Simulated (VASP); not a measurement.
# GaP (F-43m) in VASP: notebook

The runs below take GaP through single point, with PBEsol.

Program: VASP 6.6.1. These are calculated values, not measurements. Logs are shortened: lines on timing, memory, paths and dates and some standing lists are left out, and cuts for length are marked.

**1. The cell of the first run**

It takes space group F-43m (No. 216, cubic). Conventional cell: a = 5.469 Å, b = 5.469 Å, c = 5.469 Å, α = 90.00°, β = 90.00°, γ = 90.00°. Within 3.1 Å of Ga (site symmetry -43m) lie 4 P at 2.37 Å. P (site symmetry -43m) has 4 Ga at 2.37 Å within 3.1 Å.

**2. Single point, PBEsol (volume scaled by 1.01)**

INCAR

```
SYSTEM = GaP
ALGO     = Normal         ! electronic algorithm
EDIFF    = 1E-6           ! SCF threshold, eV
ENCUT    = 520            ! plane-wave cutoff, eV
GGA      = PS             ! functional
ISIF     = 2              ! what is computed and relaxed
ISMEAR   = -1             ! smearing method
LASPH    = .TRUE.         ! aspherical terms in the spheres
LCHARG   = .TRUE.         ! write CHGCAR
LELF     = .TRUE.         ! ELF
LREAL    = .FALSE.        ! projectors in reciprocal space
LVHAR    = .TRUE.       
LWAVE    = .FALSE.        ! write WAVECAR
NBANDS   = 16             ! bands
NELM     = 80             ! most SCF steps
PREC     = Accurate       ! precision mode
SIGMA    = 0.08           ! smearing width, eV
```

KPOINTS

```
k-points
0
G
  12 12 12
  0 0 0
```

POSCAR

```
GaP
1.0
    0.0000000000      2.7343040532      2.7343040532
    2.7343040532      0.0000000000      2.7343040532
    2.7343040532      2.7343040532      0.0000000000
Ga P
1 1
Direct
    0.0000000000      0.0000000000      0.0000000000
    0.7500000000      0.7500000000      0.7500000000
```

Potentials or basis: VASP PAW PBE potentials, release 64 (Ga_d, P).

On the command line:

```sh
$ cat potpaw_PBE.64/Ga_d/POTCAR potpaw_PBE.64/P/POTCAR > POTCAR
$ mpirun -np 1 vasp_std > vasp.out
```

OUTCAR:

```text
SYSTEM = GaP
   EDIFF = 1E-6
   ENCUT = 520
   GGA = PS
   ISIF = 2
   ISMEAR = -1
   LASPH = .TRUE.
   LREAL = .FALSE.
   NELM = 80
   PREC = Accurate

 ion  position               nearest neighbor table
   1  0.000  0.000  0.000-   2 2.37   2 2.37   2 2.37   2 2.37
   2  0.750  0.750  0.750-   1 2.37   1 2.37   1 2.37   1 2.37

  LATTYP: Found a face centered cubic cell.
 ALAT       =     5.4686081064

  Lattice vectors:

 A1 = (   0.0000000000,   2.7343040532,   2.7343040532)
 A2 = (   2.7343040532,   0.0000000000,   2.7343040532)
 A3 = (   2.7343040532,   2.7343040532,   0.0000000000)

Analysis of symmetry for initial positions (statically):
[... 5 lines left out ...]
 face centered cubic supercell.

 Subroutine GETGRP returns: Found 24 space group operations
 (whereof 24 operations were pure point group operations)
 out of a pool of 48 trial point group operations.

The static configuration has the point symmetry T_d .

Analysis of symmetry for dynamics (positions and initial velocities):
[... 5 lines left out ...]
 face centered cubic supercell.

 Subroutine GETGRP returns: Found 24 space group operations
 (whereof 24 operations were pure point group operations)
 out of a pool of 48 trial point group operations.

The dynamic configuration has the point symmetry T_d .

 Subroutine INISYM returns: Found 24 space group operations
 (whereof 24 operations are pure point group operations),
 and found     1 'primitive' translations

----------------------------------------------------------------------------------------

                                     Primitive cell

  volume of cell :      40.8856

  direct lattice vectors                    reciprocal lattice vectors
     0.000000000  2.734304053  2.734304053    -0.182861887  0.182861887  0.182861887
     2.734304053  0.000000000  2.734304053     0.182861887 -0.182861887  0.182861887
     2.734304053  2.734304053  0.000000000     0.182861887  0.182861887 -0.182861887

  length of vectors
     3.866889876  3.866889876  3.866889876     0.316726080  0.316726080  0.316726080

  position of ions in fractional coordinates (direct lattice)
     0.000000000  0.000000000  0.000000000
     0.750000000  0.750000000  0.750000000

  ion indices of the primitive-cell ions
   primitive index   ion index
                 1           1
                 2           2

----------------------------------------------------------------------------------------

 KPOINTS: k-points

Automatic generation of k-mesh.
 Grid dimensions read from file:
[... 57 lines left out ...]
   ISTART =      0    job   : 0-new  1-cont  2-samecut
   ICHARG =      2    charge: 1-file 2-atom 10-const
   ISPIN  =      1    spin polarized calculation?
   LNONCOLLINEAR =      F non collinear calculations
   LSORBIT =      F    spin-orbit coupling
   LASPH  =      T    aspherical Exc in radial PAW
   ENCUT  =  520.0 eV  38.22 Ry    6.18 a.u.   7.19  7.19  7.19*2*pi/ulx,y,z
   NELM   =     80;   NELMIN=  2; NELMDL= -5     # of ELM steps
   EDIFF  = 0.1E-05   stopping-criterion for ELM
   LREAL  =      F    real-space projection
   EDIFFG = 0.1E-04   stopping-criterion for IOM
   NSW    =      0    number of steps for IOM
   IBRION =     -1    ionic relax: 0-MD 1-quasi-New 2-CG
   NFREE  =      0    steps in history (QN), initial steepest desc. (CG)
   ISIF   =      2    stress and relaxation
   ISYM   =      2    0-nonsym 1-usesym 2-fastsym
   POTIM  = 0.5000    time-step for ionic-motion
   TEBEG  =    0.0;   TEEND  =   0.0 temperature during run
   PSTRESS=    0.0 pullay stress
   NELECT =      18.0000    total number of electrons
   NUPDOWN=      -1.0000    fix difference up-down
   EMIN   =  10.00;   EMAX   =-10.00  energy-range for DOS
   EFERMI =   0.00;   METHOD = LEGACY
   ISMEAR =    -1;   SIGMA  =   0.08  broadening in eV -4-tet -1-fermi 0-gaus
   EFERMI_NEDOS =   21; number of points for ismear=-14 and -15
   IALGO  =     38    algorithm
   IMIX   =      4    mixing-type and parameters
     AMIX     =   0.40;   BMIX     =  1.00
     AMIX_MAG =   1.60;   BMIX_MAG =  1.00
  volume/ion in A,a.u.               =      20.44       137.95
  Fermi-wavevector in a.u.,A,eV,Ry     =   1.245400  2.353465 21.102924  1.551021
  Thomas-Fermi vector in A             =   2.379624
   LORBIT       =      0    0 simple, 1 ext, 2 COOP (PROOUT), +10 PAW based schemes
   GGA     = PS    functional components
   LHFCALC =     F    Hartree Fock is set to
   AEXX    =    0.0000 exact exchange contribution
   IVDW    =     0    specifies the selected vdW correction
   LEPSILON=     F    determine dielectric tensor
   LRPA    =     F    only Hartree local field effects (RPA)
 non-spin polarized calculation
  energy-cutoff  :      520.00
  volume of cell :       40.89
 maximum number of plane-waves:      1124
 NGX is ok and might be reduce to    30
   NGX = 15   NGY = 15   NGZ = 15

 number of electron      17.9999992 magnetization

 Free energy of the ion-electron system (eV)
  ---------------------------------------------------
  ext. energy  EPLUGINS =         0.00000000
  ---------------------------------------------------
  free energy    TOTEN  =        -9.92067033 eV

  energy without entropy =       -9.92066779  energy(sigma->0) =       -9.92066906

 E-fermi :   5.1955     XC(G=0):  -9.9769

 val. band max:        4.4656737705   @ k =   0.0000   0.0000   0.0000
 cond. band min:       5.9524358919   @ k =   0.4167   0.4167   0.0000
 fundamental gap:      1.4867621214
 Fermi energy:         5.1954995414

 k-point     1 :       0.0000    0.0000    0.0000
  band No.  band energies     occupation
      1     -10.0560      2.00000
      2     -10.0560      2.00000
      3     -10.0560      2.00000
      4      -9.9582      2.00000
      5      -9.9582      2.00000
      6      -7.9831      2.00000
[... 433 lines left out ...]
      3     -10.0218      2.00000
      4      -9.9580      2.00000
      5      -9.9525      2.00000
      6      -5.7082      2.00000
[... 8 lines left out ...]
     15      14.7493      0.00000
     16      16.2743      0.00000

 [... further k-points ...]
[... 5 lines left out ...]
  --------------------------------------------------------------------------------------
  -------------------------------------------------------------------------------------
  Total       -0.3666095     -0.3666095     -0.3666095      0.0000000     -0.0000000      0.0000000
  in kB      -14.3662641    -14.3662641    -14.3662641      0.0000000     -0.0000000      0.0000000
  external PRESSURE =     -14.3662641 kB  Pullay stress =       0.0000000 kB

 VOLUME and BASIS-vectors are now :
 -----------------------------------------------------------------------------
  energy-cutoff  :      520.00
  volume of cell :       40.89
      direct lattice vectors                 reciprocal lattice vectors
     0.000000000  2.734304053  2.734304053    -0.182861887  0.182861887  0.182861887
     2.734304053  0.000000000  2.734304053     0.182861887 -0.182861887  0.182861887
     2.734304053  2.734304053  0.000000000     0.182861887  0.182861887 -0.182861887

 POSITION                                       TOTAL-FORCE (eV/Angst)
 -----------------------------------------------------------------------------------
      0.00000      0.00000      0.00000        -0.000000     -0.000000     -0.000000
      4.10146      4.10146      4.10146         0.000000      0.000000      0.000000
 -----------------------------------------------------------------------------------
    total drift:                               -0.000000     -0.000000     -0.000000

  FREE ENERGIE OF THE ION-ELECTRON SYSTEM (eV)
  ---------------------------------------------------
  free  energy   TOTEN  =        -9.9206703292 eV

  energy  without entropy=       -9.9206677881  energy(sigma->0) =       -9.92066906
```

OSZICAR:

```text
N       E                     dE             d eps       ncg     rms          rms(c)
DAV:   1     0.796335291906E+02    0.79634E+02   -0.90017E+03  2392   0.160E+03
DAV:   2    -0.399395691792E+01   -0.83627E+02   -0.79607E+02  2624   0.309E+02
DAV:   3    -0.100986686524E+02   -0.61047E+01   -0.60814E+01  2920   0.648E+01
DAV:   4    -0.101983481616E+02   -0.99680E-01   -0.99658E-01  2848   0.893E+00
DAV:   5    -0.102005112108E+02   -0.21630E-02   -0.21629E-02  3064   0.116E+00    0.407E+00
DAV:   6    -0.996015879133E+01    0.24035E+00   -0.34930E-01  3568   0.112E+01    0.257E+00
DAV:   7    -0.992326393971E+01    0.36895E-01   -0.77741E-02  3192   0.214E+00    0.974E-01
DAV:   8    -0.992046561635E+01    0.27983E-02   -0.11667E-02  2744   0.125E+00    0.166E-01
DAV:   9    -0.992061698154E+01   -0.15137E-03   -0.98359E-04  3320   0.426E-01    0.631E-02
DAV:  10    -0.992064333468E+01   -0.26353E-04   -0.59975E-05  3400   0.802E-02    0.281E-02
DAV:  11    -0.992067044633E+01   -0.27112E-04   -0.28056E-05  2656   0.537E-02    0.600E-03
DAV:  12    -0.992067032924E+01    0.11709E-06   -0.92436E-07  2280   0.109E-02
   1 F= -.99206703E+01 E0= -.99206691E+01  d E =-.254110E-05
```

stdout:

```text
POSCAR found type information on POSCAR GaP
 POSCAR found :  2 types and       2 ions
 scaLAPACK will be used
 -----------------------------------------------------------------------------
|                                                                             |
|                                                                             |
|     You enforced a specific xc type in the INCAR file but a different       |
|     I HOPE YOU KNOW WHAT YOU ARE DOING!                                     |
|                                                                             |
 -----------------------------------------------------------------------------

 LDA part: xc-table for (Slater+PW92), standard interpolation
 POSCAR, INCAR and KPOINTS ok, starting setup
 FFT: planning ... GRIDC
 FFT: planning ... GRID_SOFT
 FFT: planning ... GRID
 WAVECAR not read
 entering main loop
```

It took 20 s on 1 thread of Intel Xeon 6975P-C (Granite Rapids), shared host; peak memory 0.19 GiB.

What came out:

* Free energy: -9.9207 eV
* Pressure: -1.4 GPa
* Band gap on the k mesh: 1.49 eV, indirect (least direct gap 1.67 eV)

Caveat: the PAW data sets were made with another functional, which shifts forces and pressure a little. A k mesh can miss the band edges.

**3. Single point, PBEsol (volume scaled by 1.04)**

INCAR

```
SYSTEM = GaP
  ALGO = Normal
  EDIFF = 1E-6
  ENCUT = 520
  GGA = PS
  ISIF = 2
  ISMEAR = -1
  LASPH = .True.
  LCHARG = .False.
  LREAL = .False.
  LWAVE = .False.
  NBANDS = 16
  NELM = 100
  PREC = Accurate
  SIGMA = 0.08
```

KPOINTS

```
k-points
0
Gamma
  12 12 12
  0 0 0
```

POSCAR

```
GaP
1.0
    0.0000000000      2.7611126653      2.7611126653
    2.7611126653      0.0000000000      2.7611126653
    2.7611126653      2.7611126653      0.0000000000
Ga P
1 1
Direct
    0.0000000000      0.0000000000      0.0000000000
    0.7500000000      0.7500000000      0.7500000000
```

Potentials or basis: VASP PAW PBE potentials, release 64 (Ga_d, P).

On the command line:

```sh
$ cat potpaw_PBE.64/Ga_d/POTCAR potpaw_PBE.64/P/POTCAR > POTCAR
$ mpirun -np 1 vasp_std > vasp.out
```

Run time: 20 s. Hardware: 1 thread of Intel Xeon 6975P-C (Granite Rapids), shared host; peak memory 0.19 GiB.

The run converged. Its results:

```
Free energy            : -9.9018 eV
Pressure               : -3.6 GPa
Band gap on the k mesh : 1.43 eV, direct
```

Levels at points of the mesh, in eV from the valence-band top:
```tsv
k point	band 6	band 7	band 8	band 9	band 10	band 11	band 12	band 13
(0.00, 0.00, 0.00)	-12.23	0.00	0.00	0.00	1.43	3.84	3.84	3.84
(0.50, 0.00, 0.00)	-10.27	-6.48	-1.07	-1.07	1.47	4.66	4.66	8.01
(0.50, 0.50, 0.00)	-9.41	-6.63	-2.58	-2.58	1.60	1.75	10.25	10.25
```

Caveat: the PAW data sets were made with another functional, which shifts forces and pressure a little.
